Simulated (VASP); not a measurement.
# SiW3 (I4/mmm) in VASP: single point with PBEsol

Aim: the single point of SiW3 with PBEsol.

Program: VASP 6.6.1. These are calculated values, not measurements. Logs are shortened: lines on timing, memory, paths and dates and some standing lists are left out, and cuts for length are marked.

## Step 1: The cell of the first run

The structure is tetragonal, space group I4/mmm (No. 139). The conventional cell has a = 5.412 Å, b = 5.412 Å, c = 5.154 Å, α = 90.00°, β = 90.00°, γ = 90.00°. Si (site symmetry 4/mmm) has 6 W at 2.58 to 2.71 Å within 3.4 Å. Within 3.4 Å of W (site symmetry 4/mmm) lie 2 Si at 2.58 Å and 4 W at 2.71 Å. Within 3.4 Å of W (site symmetry mmm) lie 4 W at 2.58 to 2.71 Å and 2 Si at 2.71 Å.

## Step 2: Single point, PBEsol (strain +0.050 along x and y, +0.000 along z)

The input, INCAR:

```
SYSTEM = SiW3
PREC = Accurate
ENCUT = 520
EDIFF = 1E-6
ISMEAR = 0
SIGMA = 0.15
LREAL = .False.
LASPH = .True.
NELM = 80
ALGO = Fast
ISIF = 2
LWAVE = .False.
LCHARG = .False.
GGA = PS
NBANDS = 31
```

The input, KPOINTS:

```
regular mesh
0
Gamma
  14 14 14
  0 0 0
```

The input, POSCAR:

```
SiW3
1.0
   -2.7060550509      2.7060550509      2.5771952866
    2.7060550509     -2.7060550509      2.5771952866
    2.7060550509      2.7060550509     -2.5771952866
Si W
1 3
Direct
    0.0000000000      0.0000000000      0.0000000000
    0.5000000000      0.5000000000      0.0000000000
    0.5000000000      0.0000000000      0.5000000000
    0.0000000000      0.5000000000      0.5000000000
```

Potentials or basis: VASP PAW PBE potentials, release 64 (Si, W_sv).

Started as:

```console
cat potpaw_PBE.64/Si/POTCAR potpaw_PBE.64/W_sv/POTCAR > POTCAR
mpirun -np 1 vasp_std > vasp.out
```

OUTCAR:

```text
SYSTEM = SiW3
   PREC = Accurate
   ENCUT = 520
   EDIFF = 1E-6
   ISMEAR = 0
   LREAL = .False.
   LASPH = .True.
   NELM = 80
   ISIF = 2
   GGA = PS

 ion  position               nearest neighbor table
   1  0.000  0.000  0.000-   2 2.58   2 2.58   4 2.71   4 2.71   3 2.71   3 2.71
   2  0.500  0.500  0.000-   1 2.58   1 2.58   4 2.71   3 2.71   4 2.71   3 2.71
   3  0.500  0.000  0.500-   4 2.58   4 2.58   1 2.71   2 2.71   1 2.71   2 2.71
   4  0.000  0.500  0.500-   3 2.58   3 2.58   1 2.71   1 2.71   2 2.71   2 2.71

  LATTYP: Found a body centered tetragonal cell.
 ALAT       =     5.4121101018
 C/A-ratio  =     0.9523809524

  Lattice vectors:

 A1 = (  -2.7060550509,   2.7060550509,   2.5771952866)
 A2 = (   2.7060550509,  -2.7060550509,   2.5771952866)
 A3 = (   2.7060550509,   2.7060550509,  -2.5771952866)

Analysis of symmetry for initial positions (statically):
=====================================================================
 Subroutine PRICEL returns:
 Original cell was already a primitive cell.

 Routine SETGRP: Setting up the symmetry group for a
 body centered tetragonal supercell.

 Subroutine GETGRP returns: Found 16 space group operations
 (whereof 16 operations were pure point group operations)
 out of a pool of 16 trial point group operations.

The static configuration has the point symmetry D_4h.

Analysis of symmetry for dynamics (positions and initial velocities):
=====================================================================
 Subroutine PRICEL returns:
 Original cell was already a primitive cell.

 Routine SETGRP: Setting up the symmetry group for a
 body centered tetragonal supercell.

 Subroutine GETGRP returns: Found 16 space group operations
 (whereof 16 operations were pure point group operations)
 out of a pool of 16 trial point group operations.

The dynamic configuration has the point symmetry D_4h.

 Subroutine INISYM returns: Found 16 space group operations
 (whereof 16 operations are pure point group operations),
 and found     1 'primitive' translations

----------------------------------------------------------------------------------------

                                     Primitive cell

  volume of cell :      75.4885

  direct lattice vectors                    reciprocal lattice vectors
    -2.706055051  2.706055051  2.577195287     0.000000000  0.184770816  0.194009357
     2.706055051 -2.706055051  2.577195287     0.184770816  0.000000000  0.194009357
     2.706055051  2.706055051 -2.577195287     0.184770816  0.184770816  0.000000000

  length of vectors
     4.613827416  4.613827416  4.613827416     0.267917683  0.267917683  0.261305394

  position of ions in fractional coordinates (direct lattice)
     0.000000000  0.000000000  0.000000000
     0.500000000  0.500000000  0.000000000
     0.500000000  0.000000000  0.500000000
     0.000000000  0.500000000  0.500000000

  ion indices of the primitive-cell ions
   primitive index   ion index
                 1           1
                 2           2
                 3           3
                 4           4

----------------------------------------------------------------------------------------

 KPOINTS: regular mesh

Automatic generation of k-mesh.
 Grid dimensions read from file:
 generate k-points for:   14   14   14

 Generating k-lattice:

  Cartesian coordinates                     Fractional coordinates (reciprocal lattice)
     0.000000000  0.013197915  0.013857811     0.071428571  0.000000000  0.000000000
     0.013197915  0.000000000  0.013857811     0.000000000  0.071428571  0.000000000
     0.013197915  0.013197915  0.000000000     0.000000000  0.000000000  0.071428571

  Length of vectors
     0.019136977  0.019136977  0.018664671

  Shift w.r.t. Gamma in fractional coordinates (k-lattice)
     0.000000000  0.000000000  0.000000000

 Subroutine IBZKPT returns following result:
 ===========================================

 Found    244 irreducible k-points:

 Following reciprocal coordinates:
            Coordinates               Weight
  0.000000  0.000000  0.000000      1.000000
  0.071429  0.000000  0.000000      8.000000
  0.142857  0.000000  0.000000      8.000000
  0.214286  0.000000  0.000000      8.000000
  0.285714  0.000000  0.000000      8.000000
  0.357143  0.000000  0.000000      8.000000
[... 16 lines left out ...]
  0.214286  0.142857  0.000000     16.000000
  0.285714  0.142857 -0.000000     16.000000
 [... further k-points ...]
   k-points           NKPTS =    244   k-points in BZ     NKDIM =    244   number of bands    NBANDS=     31
   number of dos      NEDOS =    301   number of ions     NIONS =      4
   total plane-waves  NPLWV =  46656
   dimension x,y,z NGX =    36 NGY =   36 NGZ =   36
   dimension x,y,z NGXF=    72 NGYF=   72 NGZF=   72
   ions per type =               1   3
   NGX,Y,Z   is equivalent  to a cutoff of  12.97, 12.97, 12.97 a.u.
   NGXF,Y,Z  is equivalent  to a cutoff of  25.94, 25.94, 25.94 a.u.
 SYSTEM =  SiW3
   PREC   = accura    normal or accurate (medium, high low for compatibility)
   ISTART =      0    job   : 0-new  1-cont  2-samecut
   ICHARG =      2    charge: 1-file 2-atom 10-const
   ISPIN  =      1    spin polarized calculation?
   LNONCOLLINEAR =      F non collinear calculations
   LSORBIT =      F    spin-orbit coupling
   LASPH  =      T    aspherical Exc in radial PAW
   ENCUT  =  520.0 eV  38.22 Ry    6.18 a.u.   8.58  8.58  8.58*2*pi/ulx,y,z
   NELM   =     80;   NELMIN=  2; NELMDL= -5     # of ELM steps
   EDIFF  = 0.1E-05   stopping-criterion for ELM
   LREAL  =      F    real-space projection
   EDIFFG = 0.1E-04   stopping-criterion for IOM
   NSW    =      0    number of steps for IOM
   IBRION =     -1    ionic relax: 0-MD 1-quasi-New 2-CG
   NFREE  =      0    steps in history (QN), initial steepest desc. (CG)
   ISIF   =      2    stress and relaxation
   ISYM   =      2    0-nonsym 1-usesym 2-fastsym
   POTIM  = 0.5000    time-step for ionic-motion
   TEBEG  =    0.0;   TEEND  =   0.0 temperature during run
   PSTRESS=    0.0 pullay stress
   NELECT =      46.0000    total number of electrons
   NUPDOWN=      -1.0000    fix difference up-down
   EMIN   =  10.00;   EMAX   =-10.00  energy-range for DOS
   EFERMI =   0.00;   METHOD = LEGACY
   ISMEAR =     0;   SIGMA  =   0.15  broadening in eV -4-tet -1-fermi 0-gaus
   EFERMI_NEDOS =   21; number of points for ismear=-14 and -15
   IALGO  =     68    algorithm
   IMIX   =      4    mixing-type and parameters
     AMIX     =   0.40;   BMIX     =  1.00
     AMIX_MAG =   1.60;   BMIX_MAG =  1.00
  volume/ion in A,a.u.               =      18.87       127.36
  Fermi-wavevector in a.u.,A,eV,Ry     =   1.387929  2.622806 26.209541  1.926347
  Thomas-Fermi vector in A             =   2.512103
   LORBIT       =      0    0 simple, 1 ext, 2 COOP (PROOUT), +10 PAW based schemes
   GGA     = PS    functional components
   LHFCALC =     F    Hartree Fock is set to
   AEXX    =    0.0000 exact exchange contribution
   IVDW    =     0    specifies the selected vdW correction
   LEPSILON=     F    determine dielectric tensor
   LRPA    =     F    only Hartree local field effects (RPA)
 non-spin polarized calculation
 RMM-DIIS sequential band-by-band and
 Gauss-broadening in eV      SIGMA  =   0.15
  energy-cutoff  :      520.00
  volume of cell :       75.49
 maximum number of plane-waves:      2050
   NGX = 17   NGY = 17   NGZ = 17

 number of electron      45.9999997 magnetization

 Free energy of the ion-electron system (eV)
  ---------------------------------------------------
  ext. energy  EPLUGINS =         0.00000000
  ---------------------------------------------------
  free energy    TOTEN  =       -41.25755168 eV

  energy without entropy =      -41.19805083  energy(sigma->0) =      -41.22780126

 E-fermi :   8.1246     XC(G=0): -12.0402

 val. band max:        8.1227876111   @ k =  -0.4286   0.4286   0.2857
 cond. band min:       8.1251681834   @ k =  -0.1429   0.3571   0.1429
 fundamental gap:      0.0023805724
 Fermi energy:         8.1245581112

 k-point     1 :       0.0000    0.0000    0.0000
  band No.  band energies     occupation
      1     -65.9250      2.00000
      2     -65.8173      2.00000
      3     -65.7724      2.00000
      4     -30.7282      2.00000
      5     -30.4660      2.00000
      6     -30.4660      2.00000
[... 23 lines left out ...]
     30      11.7682      0.00000
     31      13.0145      0.00000

 k-point     2 :       0.0714    0.0000    0.0000
  band No.  band energies     occupation
      1     -65.9233      2.00000
      2     -65.8175      2.00000
      3     -65.7740      2.00000
      4     -30.7113      2.00000
      5     -30.4661      2.00000
      6     -30.4546      2.00000
[... 23 lines left out ...]
     30      11.6087      0.00000
     31      12.8057      0.00000

 k-point     3 :       0.1429    0.0000    0.0000
  band No.  band energies     occupation
      1     -65.9185      2.00000
      2     -65.8179      2.00000
      3     -65.7784      2.00000
      4     -30.6615      2.00000
      5     -30.4664      2.00000
      6     -30.4210      2.00000
[... 23 lines left out ...]
     30      11.2979      0.00000
     31      12.3070      0.00000

 k-point     4 :       0.2143    0.0000    0.0000
  band No.  band energies     occupation
      1     -65.9108      2.00000
      2     -65.8189      2.00000
      3     -65.7852      2.00000
      4     -30.5807      2.00000
      5     -30.4668      2.00000
      6     -30.3668      2.00000
[... 635 lines left out ...]
     30      11.2220      0.00000
     31      11.6363      0.00000

 k-point    23 :       0.2143    0.1429    0.0000
  band No.  band energies     occupation
      1     -65.8949      2.00000
      2     -65.8139      2.00000
      3     -65.8064      2.00000
      4     -30.4222      2.00000
      5     -30.3687      2.00000
      6     -30.3382      2.00000
[... 23 lines left out ...]
     30      11.1493      0.00000
     31      11.8104      0.00000

 k-point    24 :       0.2857    0.1429   -0.0000
  band No.  band energies     occupation
      1     -65.8844      2.00000
      2     -65.8217      2.00000
      3     -65.8091      2.00000
      4     -30.4234      2.00000
      5     -30.2995      2.00000
      6     -30.1932      2.00000
[... 23 lines left out ...]
     30      10.9968      0.00000
     31      11.5285      0.00000

 [... further k-points ...]

------------------------ aborting loop because EDIFF is reached ----------------------------------------

  FORCE on cell =-STRESS in cart. coord.  units (eV):
  Direction    XX          YY          ZZ          XY          YZ          ZX
  --------------------------------------------------------------------------------------
  -------------------------------------------------------------------------------------
  Total       -8.9199226     -8.9199226     -3.5961649      0.0000000      0.0000000      0.0000000
  in kB     -189.3176459   -189.3176459    -76.3254908      0.0000000      0.0000000      0.0000000
  external PRESSURE =    -151.6535942 kB  Pullay stress =       0.0000000 kB

 VOLUME and BASIS-vectors are now :
 -----------------------------------------------------------------------------
  energy-cutoff  :      520.00
  volume of cell :       75.49
      direct lattice vectors                 reciprocal lattice vectors
    -2.706055051  2.706055051  2.577195287     0.000000000  0.184770816  0.194009357
     2.706055051 -2.706055051  2.577195287     0.184770816  0.000000000  0.194009357
     2.706055051  2.706055051 -2.577195287     0.184770816  0.184770816  0.000000000

 POSITION                                       TOTAL-FORCE (eV/Angst)
 -----------------------------------------------------------------------------------
      0.00000      0.00000      0.00000        -0.000000     -0.000000     -0.000000
      0.00000      0.00000      2.57720         0.000000      0.000000     -0.000000
      0.00000      2.70606      0.00000        -0.000000     -0.000000     -0.000000
      2.70606      0.00000      0.00000        -0.000000     -0.000000      0.000000
 -----------------------------------------------------------------------------------
    total drift:                                0.000000      0.000000     -0.000000

  FREE ENERGIE OF THE ION-ELECTRON SYSTEM (eV)
  ---------------------------------------------------
  free  energy   TOTEN  =       -41.2575516808 eV

  energy  without entropy=      -41.1980508316  energy(sigma->0) =      -41.22780126
```

It took 17 min on 1 thread of Intel Xeon 8259CL, shared host; peak memory 0.55 GiB.

What came out:

```
Free energy            : -41.2576 eV
Pressure               : -15.2 GPa
Band gap on the k mesh : zero (bands 23 and 24 overlap by 1.55 eV)
```

Caveat: the cell differs from its parent crystal (strain +0.050 along x and y, +0.000 along z); the stress differs along the axes, from -19 to -8 GPa; the PAW data sets were made with another functional, which shifts forces and pressure a little; spin-orbit coupling is left out, which moves the levels of the heavy elements.
